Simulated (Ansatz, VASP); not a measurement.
**Mg16O: VASP beside Ansatz**

The input INCAR:

```
PREC = Accurate
ENCUT = 520
EDIFF = 1E-6
ISMEAR = 0
SIGMA = 0.1
LREAL = Auto
LASPH = T
NELM = 60
ALGO = Normal
ISIF = 2
LWAVE = F
LCHARG = F
LDIPOL = T
IDIPOL = 3
DIPOL = 0.5 0.5 0.334
GGA = PE
NBANDS = 33
```

The input KPOINTS:

```
Automatic mesh
0
Gamma
  6 6 1
```

The input POSCAR:

```
Mg16O
1.0
    6.4201385705      0.0000000000      0.0000000000
   -3.2100692852      5.5600030979      0.0000000000
    0.0000000000      0.0000000000     24.7147783802
Mg O
16 1
Direct
    0.3333333333      0.1666666667      0.1618464847
    0.3333333333      0.6666666667      0.1618464847
    0.8333333333      0.1666666667      0.1618464847
    0.8333333333      0.6666666667      0.1618464847
    0.1666666667      0.3333333333      0.2657906286
    0.1666666667      0.8333333333      0.2657906286
    0.6666666667      0.3333333333      0.2657906286
    0.6666666667      0.8333333333      0.2657906286
    0.3333333333      0.1666666667      0.3682830748
    0.3333333333      0.6666666667      0.3682830748
    0.8333333333      0.1666666667      0.3682830748
    0.8333333333      0.6666666667      0.3682830748
    0.1666666667      0.3333333333      0.4739989249
    0.1666666667      0.8333333333      0.4739989249
    0.6666666667      0.3333333333      0.4739989249
    0.6666666667      0.8333333333      0.4739989249
    0.6111111111     -0.1111111111      0.6006437991
```

Input for Ansatz:

```yaml
crystal:
  lattice:
    - [6.4201385705, 0.0, 0.0]
    - [-3.2100692852, 5.5600030979, 0.0]
    - [0.0, 0.0, 24.7147783802]
  atoms:
    - { symbol: Mg, position: [0.3333333333, 0.1666666667, 0.1618464847] }
    - { symbol: Mg, position: [0.3333333333, 0.6666666667, 0.1618464847] }
    - { symbol: Mg, position: [0.8333333333, 0.1666666667, 0.1618464847] }
    - { symbol: Mg, position: [0.8333333333, 0.6666666667, 0.1618464847] }
    - { symbol: Mg, position: [0.1666666667, 0.3333333333, 0.2657906286] }
    - { symbol: Mg, position: [0.1666666667, 0.8333333333, 0.2657906286] }
    - { symbol: Mg, position: [0.6666666667, 0.3333333333, 0.2657906286] }
    - { symbol: Mg, position: [0.6666666667, 0.8333333333, 0.2657906286] }
    - { symbol: Mg, position: [0.3333333333, 0.1666666667, 0.3682830748] }
    - { symbol: Mg, position: [0.3333333333, 0.6666666667, 0.3682830748] }
    - { symbol: Mg, position: [0.8333333333, 0.1666666667, 0.3682830748] }
    - { symbol: Mg, position: [0.8333333333, 0.6666666667, 0.3682830748] }
    - { symbol: Mg, position: [0.1666666667, 0.3333333333, 0.4739989249] }
    - { symbol: Mg, position: [0.1666666667, 0.8333333333, 0.4739989249] }
    - { symbol: Mg, position: [0.6666666667, 0.3333333333, 0.4739989249] }
    - { symbol: Mg, position: [0.6666666667, 0.8333333333, 0.4739989249] }
    - { symbol: O, position: [0.6111111111, -0.1111111111, 0.6006437991] }
basis:
  ecutwfc: 420
kpoints:
  mp_grid: { grid: [6, 6, 1] }
hamiltonian:
  xc: pbe
scf:
  occupations: { method: gaussian, width: 0.1 }
output:
  forces: true
  eigenvalues: true
efield:
  axis: 3
  dipole_correction: true
  ramp_width: 0.04
```

Alike in both runs: task single point; functional PBE; k mesh 6 × 6 × 1; occupations gaussian, width 0.1 eV; no spin polarisation.

```csv
,VASP,Ansatz
version,VASP 6.6.1,Ansatz 0.2.0
potentials or method,"VASP PAW PBE potentials, release 64 (Mg, O), cutoff 520 eV","scalar-relativistic, plane waves, PAW"
valence electrons in the cell,38,166
```

```tsv
	VASP	Ansatz	Ansatz less VASP
gap on the k mesh at the Fermi level (eV)	none	none	-
rms of the force components (eV/Å)	0.283	0.284	+0.0010
```

Atom by atom the forces differ by 0.003 eV/Å (rms over components). A gap of «none» marks a metal or a gap that the smearing closes. With one functional, cell and mesh, what is left measures potentials, basis and numerics. VASP's potentials hold 38 valence electrons a cell and Ansatz's 166, so a difference there can come from the potentials and not from the codes.
